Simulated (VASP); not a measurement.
## Ti: single point with PBE

The system is Ti.

```
CELL_PARAMETERS angstrom
4.65695 0.00000 0.00000
-2.32848 4.03304 0.00000
0.00000 0.00000 2.88167
ATOMIC_POSITIONS crystal
Ti 0.66667 0.33333 0.50000
Ti 0.33333 0.66667 0.50000
Ti 0.00000 0.00000 0.00000
```

This isn't the form of Ti at room conditions, which is hcp.

```json
{"Program": "VASP 6.6.1", "Task": "single point", "Functional": "PBE", "Potentials or basis": "VASP PAW PBE potentials, release 64 (Ti_sv)", "Cutoff": "520 eV", "k mesh": "7 × 7 × 9", "Occupations": "fermi-dirac, width 0.05 eV", "Spin": "no spin polarisation"}
```

The pressure is -5.4 GPa and the band gap on the k mesh is zero (bands 18 and 19 overlap by 0.23 eV).

Stress tensor (GPa, compression positive):
```
-5.27  0.00  0.00
 0.00 -5.27  0.00
 0.00  0.00 -5.68
```

Levels at points of the mesh, in eV from the Fermi level:
```csv
k point,band 14,band 15,band 16,band 17,band 18,band 19,band 20,band 21,band 22,band 23
"(0.00, 0.00, 0.00)",-1.80,-0.69,-0.69,-0.59,-0.59,-0.03,0.66,1.23,1.23,1.72
```

Run time: 32 s on 1 thread of AMD EPYC 9R45 96-Core Processor (Zen 5), on a shared host, peak memory 0.17 GiB.

Caveat: the cell stands under tension.
